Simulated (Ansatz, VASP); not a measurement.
## One calculation of TiAu, two programs

Contents of INCAR:

```
SYSTEM = TiAu
PREC = Accurate
ENCUT = 500
EDIFF = 1E-6
ISMEAR = 0
SIGMA = 0.1
LREAL = .FALSE.
LASPH = .TRUE.
NELM = 120
ALGO = Normal
ISIF = 2
LWAVE = .FALSE.
LCHARG = .TRUE.
LELF = .TRUE.
LVHAR = .TRUE.
NBANDS = 18
GGA_COMPAT = .FALSE.
```

Contents of KPOINTS:

```
regular mesh
0
G
  6 6 6
  0 0 0
```

The input POSCAR:

```
TiAu
1.0
    3.2540000000      0.0000000000      0.0000000000
    0.0000000000      3.2540000000      0.0000000000
    0.0000000000      0.0000000000      3.2540000000
Ti Au
1 1
Direct
    0.5000000000      0.5000000000      0.5000000000
    0.0000000000      0.0000000000      0.0000000000
```

Input for Ansatz:

```yaml
crystal:
  lattice:
    - [3.254, 0.0, 0.0]
    - [0.0, 3.254, 0.0]
    - [0.0, 0.0, 3.254]
  atoms:
    - { symbol: Ti, position: [0.5, 0.5, 0.5] }
    - { symbol: Au, position: [0.0, 0.0, 0.0] }
basis:
  ecutwfc: 420
kpoints:
  mp_grid: { grid: [6, 6, 6] }
hamiltonian:
  xc: lda
scf:
  occupations: { method: gaussian, width: 0.1 }
output:
  forces: true
  stress: true
  eigenvalues: true
```

Alike in both runs: task single point; functional LDA; k mesh 6 × 6 × 6; occupations gaussian, width 0.1 eV; no spin polarisation.

|  | VASP | Ansatz |
| --- | --- | --- |
| version | VASP 6.6.1 | Ansatz 0.2.0 |
| potentials or method | VASP PAW LDA potentials, release 64 (Ti_sv, Au), cutoff 500 eV | scalar-relativistic, plane waves, PAW |
| valence electrons in the cell | 23 | 31 |

|  | VASP | Ansatz | Ansatz less VASP |
| --- | --- | --- | --- |
| gap on the k mesh at the Fermi level (eV) | none | none | - |
| pressure (GPa) | -8.7 | -9.0 | -0.33 |

LDA's correlation is that of Perdew and Zunger in VASP and of Perdew and Wang (1992) in Ansatz. A gap of «none» marks a metal or a gap that the smearing closes. VASP's potentials hold 23 valence electrons a cell and Ansatz's 31, so a difference there can come from the potentials and not from the codes.

Spin-orbit coupling is off throughout.
